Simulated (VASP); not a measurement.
Write the native input for VASP 6.6.1 that does the following.

* Task: single point
* Functional: PBEsol
* Potentials or basis: VASP PAW PBE potentials, release 64 (Al, Co)
* Cutoff: 520 eV
* k mesh: 16 × 16 × 16
* Occupations: gaussian, width 0.15 eV
* Spin: no spin polarisation
* Dipole correction: no
* Further INCAR settings: ALGO = Normal; EDIFF = 1e-06; NBANDS = 13

The structure of AlCo lies in POSCAR:

```
AlCo
1.0
    2.7771121618      0.0000000000      0.0000000000
    0.0000000000      2.7771121618      0.0000000000
    0.0000000000      0.0000000000      2.8616942581
Al Co
1 1
Direct
    0.0000000000      0.0000000000      0.0000000000
    0.5000000000      0.5000000000      0.5000000000
```

This cell differs from its parent crystal: strain -0.015 along x and y, +0.015 along z.

These files were run (other wordings do the same):

INCAR

```
SYSTEM = AlCo
ALGO     = Normal         ! electronic algorithm
EDIFF    = 1E-6           ! SCF threshold, eV
ENCUT    = 520            ! plane-wave cutoff, eV
GGA      = PS             ! functional
ISIF     = 2              ! what is computed and relaxed
ISMEAR   = 0              ! smearing method
LASPH    = .TRUE.         ! aspherical terms in the spheres
LCHARG   = .TRUE.         ! write CHGCAR
LELF     = .TRUE.         ! ELF
LREAL    = .FALSE.        ! projectors in reciprocal space
LVHAR    = .TRUE.       
LWAVE    = .FALSE.        ! write WAVECAR
NBANDS   = 13             ! bands
NELM     = 60             ! most SCF steps
PREC     = Accurate       ! precision mode
SIGMA    = 0.15           ! smearing width, eV
```

KPOINTS

```
k-points
0
G
  16 16 16
  0 0 0
```

Potentials or basis: VASP PAW PBE potentials, release 64 (Al, Co).

Run with:

```console
$ cat potpaw_PBE.64/Al/POTCAR potpaw_PBE.64/Co/POTCAR > POTCAR
$ mpirun -np 1 vasp_std > vasp.out
```

Results of the run:

| Quantity | Value |
| --- | --- |
| Pressure | 4.1 GPa |
| Band gap on the k mesh | zero (bands 6 and 7 overlap by 2.60 eV) |

Caveat: the cell differs from its parent crystal (strain -0.015 along x and y, +0.015 along z); the cell stands under pressure; the PAW data sets were made with another functional, which shifts forces and pressure a little; the run has no spin polarisation, though such a crystal can be magnetic.

Wall time 2.5 min on 1 thread of Intel Xeon 8259CL (shared host), peak memory 0.24 GiB.
